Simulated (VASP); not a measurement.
The system is Al.

```
CELL_PARAMETERS angstrom
0.00000 2.02481 2.02481
2.02481 0.00000 2.02481
2.02481 2.02481 0.00000
ATOMIC_POSITIONS crystal
Al 0.00000 0.00000 0.00000
```

| Property | Result |
| --- | --- |
| Program | VASP 6.6.1 |
| Task | relaxation of cell and atoms |
| Functional | PBE |
| Dispersion | D3(BJ) |
| Potentials or basis | VASP PAW PBE potentials, release 64 (Al) |
| Cutoff | 600 eV |
| k mesh | 18 × 18 × 18 |
| Occupations | gaussian, width 0.1 eV |
| Spin | no spin polarisation |

At the start: pressure -3.8 GPa; volume 16.60 Å³/atom.

How do energy, volume and symmetry change on relaxing?

Over 3 steps the energy falls by 10.4 meV/atom and the volume is 15.78 Å³/atom (-5.0 %); space group Fm-3m (No. 225, to 0.05 Å).

Step by step:
```tsv
step	energy change (eV)	largest force (eV/Å)	pressure (GPa)	volume (Å³)
1	0.0000	0.0000	-3.85	16.60
2	-0.0101	0.0000	0.65	15.66
3	-0.0104	0.0000	0.01	15.78
```

Final structure:
```
Al
1.0
     0.00000    1.99079    1.99079
     1.99079    0.00000    1.99079
     1.99079    1.99079    0.00000
Al
1
Direct
  0.00000 0.00000 0.00000
```

Caveat: pairwise dispersion overbinds metals, which lowers pressure and volume.
